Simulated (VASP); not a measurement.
Set up this calculation in VASP 6.6.1, as the native input.

| Quantity | Value |
| --- | --- |
| Task | single point |
| Functional | PBEsol |
| Potentials or basis | VASP PAW PBE potentials, release 64 (Si, C) |
| Cutoff | 520 eV |
| k mesh | 2 × 2 × 2 |
| Occupations | fermi-dirac, width 0.05 eV |
| Spin | collinear spin |
| Starting moments | [0.0, 0.0, 0.0, 0.0, 0.0, 0.0, 0.0, 0.0, 0.0, 0.0, 0.0, 0.0, 0.0, 0.0, 0.0, 0.0, 1.0] μB |
| Dipole correction | no |
| Further INCAR settings | LREAL = Auto; ALGO = Normal; EDIFF = 1e-07; NBANDS = 52 |

The structure of Si16C (a cell with a defect) lies in POSCAR:

```
Si16C
1.0
    0.0000000000      5.4300000000      5.4300000000
    5.4300000000      0.0000000000      5.4300000000
    5.4300000000      5.4300000000      0.0000000000
Si C
16 1
Direct
    0.0385911602      0.0018324125     -0.0136924494
    0.1293001842      0.0875506446      0.1755432781
    0.0110313076     -0.0200184162      0.5486556169
    0.1965009208      0.0875506446      0.6159116022
    0.0193830571      0.4664732965      0.0371915285
    0.1066390424      0.6298802947      0.1587569061
   -0.0088305709      0.4572467772      0.5617034991
    0.1313904236      0.6045764273      0.6575782689
    0.4943001842     -0.0264180479      0.0510589319
    0.7296316759      0.2036279926     -0.1295027624
    0.5251381215      0.0986003683      0.2931860037
    0.6203867403      0.0693186004      0.6697421731
    0.4937937385      0.4581215470      0.0873112339
    0.6401104972      0.5921178637      0.1925046041
    0.5064272560      0.4511233886      0.5747513812
    0.6061418048      0.6407642726      0.6913167587
    0.5007550645      0.9476427256      0.5761694291
```

The input as run:

INCAR

```
SYSTEM = Si16C
  ALGO = Normal
  EDIFF = 1E-7
  ENCUT = 520
  GGA = PS
  ISIF = 2
  ISMEAR = -1
  ISPIN = 2
  LASPH = .TRUE.
  LCHARG = .TRUE.
  LELF = .TRUE.
  LORBIT = 11
  LREAL = Auto
  LVHAR = .TRUE.
  LWAVE = .FALSE.
  MAGMOM = 0 0 0 0 0 0 0 0 0 0 0 0 0 0 0 0 1
  NBANDS = 52
  NELM = 150
  PREC = Accurate
  SIGMA = 0.05
```

KPOINTS

```
k-points
0
G
  2 2 2
  0 0 0
```

Potentials or basis: VASP PAW PBE potentials, release 64 (Si, C).

Launch:

```bash
$ cat potpaw_PBE.64/Si/POTCAR potpaw_PBE.64/C/POTCAR > POTCAR
$ mpirun -np 1 vasp_std > vasp.out
```

It gave:

* Pressure: -3.3 GPa
* Largest force: 1.525 eV/Å
* Band gap on the k mesh: zero (filled and empty bands overlap)
* Net moment: 0.00 μB per cell
* Valence electrons inside the program's atomic spheres: Si 1.68, 1.69, 1.66, 1.65, 1.63, 1.62, 1.67, 1.58, 1.61 (each value once); C 2.40

Caveat: the k points lie up to 0.50 Å⁻¹ apart; the PAW data sets were made with another functional, which shifts forces and pressure a little.

Run time: 14 min on 1 thread of Oxide Virtual Turin-like Processor, on a shared host, peak memory 0.67 GiB.
